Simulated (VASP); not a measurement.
# Rb (P6_3/mmc) in VASP: single point with PBEsol

Aim: the single point of Rb with PBEsol.

Everything below comes from runs of VASP 6.6.1. Logs are shortened: lines on timing, memory, paths and dates and some standing lists are left out, and cuts for length are marked.

## (1) The cell of the first run

Symmetry: P6_3/mmc, No. 194, hexagonal system. Conventional cell: a = 5.161 Å, b = 5.161 Å, c = 17.175 Å, α = 90.00°, β = 90.00°, γ = 120.00°.

This isn't the form of Rb at room conditions, which is bcc.

## (2) Single point, PBEsol (Cs replaced by Rb, lengths x 0.941, strained)

The input, INCAR:

```
SYSTEM = Rb
PREC = Accurate ; ENCUT = 520
EDIFF = 1E-7 ; ISMEAR = 0
SIGMA = 0.1 ; LREAL = .FALSE.
LASPH = .TRUE. ; NELM = 100
ALGO = Fast ; ISIF = 2
LWAVE = .FALSE. ; LCHARG = .FALSE.
GGA = PS ; NBANDS = 26
```

The input, KPOINTS:

```
regular mesh
0
G
  9 9 4
  0 0 0
```

The input, POSCAR:

```
Rb
1.0
    5.1613812543      0.0000000000      0.0000000000
   -2.5806906272      4.4698872849      0.0000000000
    0.0000000000      0.0000000000     17.1754368029
Rb
4
Direct
    0.0000000000      0.0000000000      0.0000000000
    0.3333333300      0.6666666700      0.2500000000
    0.0000000000      0.0000000000      0.5000000000
    0.6666666700      0.3333333300      0.7500000000
```

Potentials or basis: VASP PAW PBE potentials, release 64 (Rb_sv).

Launch:

```console
> cat potpaw_PBE.64/Rb_sv/POTCAR > POTCAR
> mpirun -np 1 vasp_std > vasp.out
```

OUTCAR:

```text
SYSTEM = Rb
   PREC = Accurate
   ENCUT = 520
   EDIFF = 1E-7
   ISMEAR = 0
   LREAL = .FALSE.
   LASPH = .TRUE.
   NELM = 100
   ISIF = 2
   GGA = PS

 ion  position               nearest neighbor table
   1  0.000  0.000  0.000-   2 5.23   4 5.23   4 5.23   2 5.23   4 5.23   2 5.23
   2  0.333  0.667  0.250-   1 5.23   3 5.23   1 5.23   3 5.23   1 5.23   3 5.23
   3  0.000  0.000  0.500-   2 5.23   4 5.23   4 5.23   2 5.23   4 5.23   2 5.23
   4  0.667  0.333  0.750-   1 5.23   3 5.23   1 5.23   3 5.23   1 5.23   3 5.23

  LATTYP: Found a hexagonal cell.
 ALAT       =     5.1613812543
 C/A-ratio  =     3.3276822534

  Lattice vectors:

 A1 = (   5.1613812543,   0.0000000000,   0.0000000000)
 A2 = (  -2.5806906272,   4.4698872849,   0.0000000000)
 A3 = (   0.0000000000,   0.0000000000,  17.1754368029)

Analysis of symmetry for initial positions (statically):
=====================================================================
 Subroutine PRICEL returns:
 Original cell was already a primitive cell.

 Routine SETGRP: Setting up the symmetry group for a
 hexagonal supercell.

 Subroutine GETGRP returns: Found 24 space group operations
 (whereof 12 operations were pure point group operations)
 out of a pool of 24 trial point group operations.

The static configuration has the point symmetry D_3d.
 The point group associated with its full space group is D_6h.

Analysis of symmetry for dynamics (positions and initial velocities):
=====================================================================
 Subroutine PRICEL returns:
 Original cell was already a primitive cell.

 Routine SETGRP: Setting up the symmetry group for a
 hexagonal supercell.

 Subroutine GETGRP returns: Found 24 space group operations
 (whereof 12 operations were pure point group operations)
 out of a pool of 24 trial point group operations.

The dynamic configuration has the point symmetry D_3d.
 The point group associated with its full space group is D_6h.

 Subroutine INISYM returns: Found 24 space group operations
 (whereof 12 operations are pure point group operations),
 and found     1 'primitive' translations

----------------------------------------------------------------------------------------

                                     Primitive cell

  volume of cell :     396.2509

  direct lattice vectors                    reciprocal lattice vectors
     5.161381254  0.000000000  0.000000000     0.193746587  0.111859644  0.000000000
    -2.580690627  4.469887285  0.000000000     0.000000000  0.223719288  0.000000000
     0.000000000  0.000000000 17.175436803     0.000000000  0.000000000  0.058222682

  length of vectors
     5.161381254  5.161381254 17.175436803     0.223719288  0.223719288  0.058222682

  position of ions in fractional coordinates (direct lattice)
     0.000000000  0.000000000  0.000000000
     0.333333330  0.666666670  0.250000000
     0.000000000  0.000000000  0.500000000
     0.666666670  0.333333330  0.750000000

  ion indices of the primitive-cell ions
   primitive index   ion index
                 1           1
                 2           2
                 3           3
                 4           4

----------------------------------------------------------------------------------------

 KPOINTS: regular mesh

Automatic generation of k-mesh.
 Grid dimensions read from file:
 generate k-points for:    9    9    4

 Generating k-lattice:

  Cartesian coordinates                     Fractional coordinates (reciprocal lattice)
     0.021527399  0.012428849  0.000000000     0.111111111  0.000000000  0.000000000
     0.000000000  0.024857699  0.000000000     0.000000000  0.111111111  0.000000000
     0.000000000  0.000000000  0.014555671     0.000000000  0.000000000  0.250000000

  Length of vectors
     0.024857699  0.024857699  0.014555671

  Shift w.r.t. Gamma in fractional coordinates (k-lattice)
     0.000000000  0.000000000  0.000000000

 Subroutine IBZKPT returns following result:
 ===========================================

 Found     36 irreducible k-points:

 Following reciprocal coordinates:
            Coordinates               Weight
  0.000000  0.000000  0.000000      1.000000
  0.111111  0.000000  0.000000      6.000000
  0.222222  0.000000  0.000000      6.000000
  0.333333  0.000000  0.000000      6.000000
  0.444444  0.000000  0.000000      6.000000
  0.111111  0.111111  0.000000      6.000000
[... 16 lines left out ...]
  0.333333  0.222222  0.250000     24.000000
  0.333333  0.333333  0.250000      4.000000
 [... further k-points ...]
   k-points           NKPTS =     36   k-points in BZ     NKDIM =     36   number of bands    NBANDS=     26
   number of dos      NEDOS =    301   number of ions     NIONS =      4
   total plane-waves  NPLWV = 204800
   dimension x,y,z NGX =    40 NGY =   40 NGZ =  128
   dimension x,y,z NGXF=    80 NGYF=   80 NGZF=  256
   ions per type =               4
   NGX,Y,Z   is equivalent  to a cutoff of  12.88, 12.88, 12.39 a.u.
   NGXF,Y,Z  is equivalent  to a cutoff of  25.77, 25.77, 24.78 a.u.
 SYSTEM =  Rb
   PREC   = accura    normal or accurate (medium, high low for compatibility)
   ISTART =      0    job   : 0-new  1-cont  2-samecut
   ICHARG =      2    charge: 1-file 2-atom 10-const
   ISPIN  =      1    spin polarized calculation?
   LNONCOLLINEAR =      F non collinear calculations
   LSORBIT =      F    spin-orbit coupling
   LASPH  =      T    aspherical Exc in radial PAW
   ENCUT  =  520.0 eV  38.22 Ry    6.18 a.u.   9.60  9.60 31.93*2*pi/ulx,y,z
   NELM   =    100;   NELMIN=  2; NELMDL= -5     # of ELM steps
   EDIFF  = 0.1E-06   stopping-criterion for ELM
   LREAL  =      F    real-space projection
   EDIFFG = 0.1E-05   stopping-criterion for IOM
   NSW    =      0    number of steps for IOM
   IBRION =     -1    ionic relax: 0-MD 1-quasi-New 2-CG
   NFREE  =      0    steps in history (QN), initial steepest desc. (CG)
   ISIF   =      2    stress and relaxation
   ISYM   =      2    0-nonsym 1-usesym 2-fastsym
   POTIM  = 0.5000    time-step for ionic-motion
   TEBEG  =    0.0;   TEEND  =   0.0 temperature during run
   PSTRESS=    0.0 pullay stress
   NELECT =      36.0000    total number of electrons
   NUPDOWN=      -1.0000    fix difference up-down
   EMIN   =  10.00;   EMAX   =-10.00  energy-range for DOS
   EFERMI =   0.00;   METHOD = LEGACY
   ISMEAR =     0;   SIGMA  =   0.10  broadening in eV -4-tet -1-fermi 0-gaus
   EFERMI_NEDOS =   21; number of points for ismear=-14 and -15
   IALGO  =     68    algorithm
   IMIX   =      4    mixing-type and parameters
     AMIX     =   0.40;   BMIX     =  1.00
     AMIX_MAG =   1.60;   BMIX_MAG =  1.00
  volume/ion in A,a.u.               =      99.06       668.51
  Fermi-wavevector in a.u.,A,eV,Ry     =   0.735957  1.390756  7.369353  0.541632
  Thomas-Fermi vector in A             =   1.829279
   LORBIT       =      0    0 simple, 1 ext, 2 COOP (PROOUT), +10 PAW based schemes
   GGA     = PS    functional components
   LHFCALC =     F    Hartree Fock is set to
   AEXX    =    0.0000 exact exchange contribution
   IVDW    =     0    specifies the selected vdW correction
   LEPSILON=     F    determine dielectric tensor
   LRPA    =     F    only Hartree local field effects (RPA)
 non-spin polarized calculation
 RMM-DIIS sequential band-by-band and
 Gauss-broadening in eV      SIGMA  =   0.10
  energy-cutoff  :      520.00
  volume of cell :      396.25
 maximum number of plane-waves:     10768
 NGX is ok and might be reduce to    40
   NGX = 19   NGY = 19   NGZ = 63

 number of electron      36.0000000 magnetization

 Free energy of the ion-electron system (eV)
  ---------------------------------------------------
  ext. energy  EPLUGINS =         0.00000000
  ---------------------------------------------------
  free energy    TOTEN  =        -4.06082415 eV

  energy without entropy =       -4.04441337  energy(sigma->0) =       -4.05261876

 E-fermi :  -0.2065     XC(G=0):  -5.3137

 val. band max:       -0.2114104415   @ k =   0.3333   0.1111   0.0000
 cond. band min:      -0.1829432064   @ k =   0.4444   0.0000   0.2500
 fundamental gap:      0.0284672351
 Fermi energy:        -0.2065430002

 k-point     1 :       0.0000    0.0000    0.0000
  band No.  band energies     occupation
      1     -29.1330      2.00000
      2     -29.1320      2.00000
      3     -29.1316      2.00000
      4     -29.1307      2.00000
      5     -13.2548      2.00000
      6     -13.2223      2.00000
[... 18 lines left out ...]
     25       3.2123      0.00000
     26       3.2452      0.00000

 k-point     2 :       0.1111    0.0000    0.0000
  band No.  band energies     occupation
      1     -29.1327      2.00000
      2     -29.1318      2.00000
      3     -29.1314      2.00000
      4     -29.1305      2.00000
      5     -13.2521      2.00000
      6     -13.2229      2.00000
[... 18 lines left out ...]
     25       2.8968      0.00000
     26       2.8999      0.00000

 k-point     3 :       0.2222    0.0000    0.0000
  band No.  band energies     occupation
      1     -29.1320      2.00000
      2     -29.1313      2.00000
      3     -29.1309      2.00000
      4     -29.1302      2.00000
      5     -13.2449      2.00000
      6     -13.2287      2.00000
[... 18 lines left out ...]
     25       2.2699      0.00000
     26       2.3067      0.00000

 k-point     4 :       0.3333    0.0000    0.0000
  band No.  band energies     occupation
      1     -29.1311      2.00000
      2     -29.1307      2.00000
      3     -29.1303      2.00000
      4     -29.1298      2.00000
      5     -13.2442      2.00000
      6     -13.2441      2.00000
[... 18 lines left out ...]
     25       1.9919      0.00000
     26       2.0523      0.00000
[... 496 lines left out ...]
      1     -29.1307      2.00000
      2     -29.1305      2.00000
      3     -29.1299      2.00000
      4     -29.1297      2.00000
      5     -13.2438      2.00000
      6     -13.2420      2.00000
[... 18 lines left out ...]
     25       1.6212      0.00000
     26       1.9632      0.00000

 k-point    23 :       0.3333    0.2222    0.2500
  band No.  band energies     occupation
      1     -29.1302      2.00000
      2     -29.1301      2.00000
      3     -29.1297      2.00000
      4     -29.1296      2.00000
      5     -13.2477      2.00000
      6     -13.2463      2.00000
[... 18 lines left out ...]
     25       1.4502      0.00000
     26       1.7482      0.00000

 k-point    24 :       0.3333    0.3333    0.2500
  band No.  band energies     occupation
      1     -29.1300      2.00000
      2     -29.1300      2.00000
      3     -29.1296      2.00000
      4     -29.1296      2.00000
      5     -13.2414      2.00000
      6     -13.2404      2.00000
[... 18 lines left out ...]
     25       1.2576      0.00000
     26       1.5720      0.00000

 [... further k-points ...]

------------------------ aborting loop because EDIFF is reached ----------------------------------------

  FORCE on cell =-STRESS in cart. coord.  units (eV):
  Direction    XX          YY          ZZ          XY          YZ          ZX
  --------------------------------------------------------------------------------------
  -------------------------------------------------------------------------------------
  Total       -0.7536175     -0.7536175     -0.7870952      0.0000000     -0.0000000     -0.0000000
  in kB       -3.0471318     -3.0471318     -3.1824935      0.0000000     -0.0000000     -0.0000000
  external PRESSURE =      -3.0922524 kB  Pullay stress =       0.0000000 kB

 VOLUME and BASIS-vectors are now :
 -----------------------------------------------------------------------------
  energy-cutoff  :      520.00
  volume of cell :      396.25
      direct lattice vectors                 reciprocal lattice vectors
     5.161381254  0.000000000  0.000000000     0.193746587  0.111859644  0.000000000
    -2.580690627  4.469887285  0.000000000     0.000000000  0.223719288  0.000000000
     0.000000000  0.000000000 17.175436803     0.000000000  0.000000000  0.058222682

 POSITION                                       TOTAL-FORCE (eV/Angst)
 -----------------------------------------------------------------------------------
      0.00000      0.00000      0.00000         0.000000      0.000000      0.000000
     -0.00000      2.97992      4.29386        -0.000000     -0.000000      0.000000
      0.00000      0.00000      8.58772        -0.000000      0.000000      0.000000
      2.58069      1.48996     12.88158        -0.000000      0.000000     -0.000000
 -----------------------------------------------------------------------------------
    total drift:                               -0.000000      0.000000      0.000000

  FREE ENERGIE OF THE ION-ELECTRON SYSTEM (eV)
  ---------------------------------------------------
  free  energy   TOTEN  =        -4.0608241489 eV

  energy  without entropy=       -4.0444133705  energy(sigma->0) =       -4.05261876
```

Wall time 18 min (1 thread of Oxide Virtual Turin-like, shared host); peak memory 0.59 GiB.

What came out:

```
Free energy            : -4.0608 eV
Pressure               : -0.3 GPa
Band gap on the k mesh : zero (bands 18 and 19 overlap by 2.10 eV)
```

Levels at points of the mesh, in eV from the Fermi level:
```tsv
k point	band 14	band 15	band 16	band 17	band 18	band 19	band 20	band 21	band 22	band 23
(0.00, 0.00, 0.00)	-12.98	-12.98	-12.98	-1.89	-1.28	-1.28	0.07	0.54	2.17	2.18
(0.00, 0.00, 0.50)	-12.98	-12.98	-12.98	-1.73	-1.73	-0.59	-0.59	1.27	1.27	2.99
```

Caveat: the cell differs from its parent crystal (Cs replaced by Rb, lengths x 0.941, strained); the PAW data sets were made with another functional, which shifts forces and pressure a little.
